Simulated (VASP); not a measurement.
Wanted: the native input for a VASP 6.6.1 run.

- Task: relaxation of cell and atoms
- Functional: PBE
- Potentials or basis: VASP PAW PBE potentials, release 64 (Na_pv)
- Cutoff: 500 eV
- k mesh: 11 × 11 × 11
- Occupations: fermi-dirac, width 0.1 eV
- Spin: no spin polarisation
- Dipole correction: no
- Further INCAR settings: ALGO = Normal; EDIFF = 1e-07; IBRION = 2; EDIFFG = -0.01; NSW = 80; ISIF = 3

The structure of Na lies in POSCAR:

```
Na
1.0
   -2.1125000000      2.1125000000      2.1125000000
    2.1125000000     -2.1125000000      2.1125000000
    2.1125000000      2.1125000000     -2.1125000000
Na
1
Direct
    0.0000000000      0.0000000000      0.0000000000
```

The input as run:

INCAR

```
SYSTEM = Na
  PREC = Accurate
  ENCUT = 500
  EDIFF = 1E-7
  ISMEAR = -1
  SIGMA = 0.1
  LREAL = .False.
  LASPH = .True.
  NELM = 120
  ALGO = Normal
  ISIF = 3
  LWAVE = .False.
  LCHARG = .False.
  GGA = PE
  IBRION = 2
  NSW = 80
  EDIFFG = -0.01
  GGA_COMPAT = .False.
  NELMIN = 4
```

KPOINTS

```
regular mesh
0
Gamma
  11 11 11
  0 0 0
```

Potentials or basis: VASP PAW PBE potentials, release 64 (Na_pv).

Launch:

```bash
$ cat potpaw_PBE.64/Na_pv/POTCAR > POTCAR
$ mpirun -np 1 vasp_std > vasp.out
```

Results of the run:

| Property | Result |
| --- | --- |
| Relaxed volume | 36.87 Å³/atom |
| Relaxed cell | a = 3.632 Å, b = 3.632 Å, c = 3.632 Å, α = 109.47°, β = 109.47°, γ = 109.47° |
| Space group after relaxing (to 0.1 Å) | Im-3m (No. 229) |
| Energy gained by relaxing | 0.4 meV/atom |
| Ionic steps | 3 |
| Pressure after relaxing | 0.0 GPa |
| Band gap on the k mesh | zero (an odd number of electrons rules out a gap without spin polarisation) |

Wall time 41 s on 1 thread of Intel Xeon 8259CL, with other jobs on the host, peak memory 0.15 GiB.
